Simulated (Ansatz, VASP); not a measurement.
**One calculation of Lu, two programs**

```
Lu
1.0
    -2.24171    2.24171    1.30339
     2.24171   -2.24171    1.30339
     2.24171    2.24171   -1.30339
Lu
2
Direct
  0.62500 0.87500 0.75000
  0.37500 0.12500 0.25000
```

Change from the starting cell: volume scaled by 0.43, PAW files.

Alike in both runs: task single point; functional PBE; k mesh 15 × 15 × 15; occupations fermi-dirac, width 0.05 eV; no spin polarisation.

|  | VASP | Ansatz |
| --- | --- | --- |
| version | VASP 6.6.1 | Ansatz 0.2.0 |
| potentials or method | VASP PAW PBE potentials, release 64 (Lu) | PAW with Ansatz's default frozen-core files, scalar-relativistic |
| plane-wave cutoff (eV) | 520 | 420 |
| valence electrons in the cell | 50 | 50 |

VASP gave:

- pressure (GPa): 149.9
- traceless stress, the component that is largest in VASP (GPa): -2.89

**Question.** Estimate Ansatz's values.

**Answer.** Pressure (GPa): 143.0; traceless stress, the component that is largest in VASP (GPa): 0.45.

Both programs put the cell under a high pressure, so it lies far from rest at this level. The functional is the same, so the differences come from potentials, cutoffs and numerics.

Spin-orbit coupling is off throughout. Noted on VASP's run: the cell as given lies far from equilibrium.
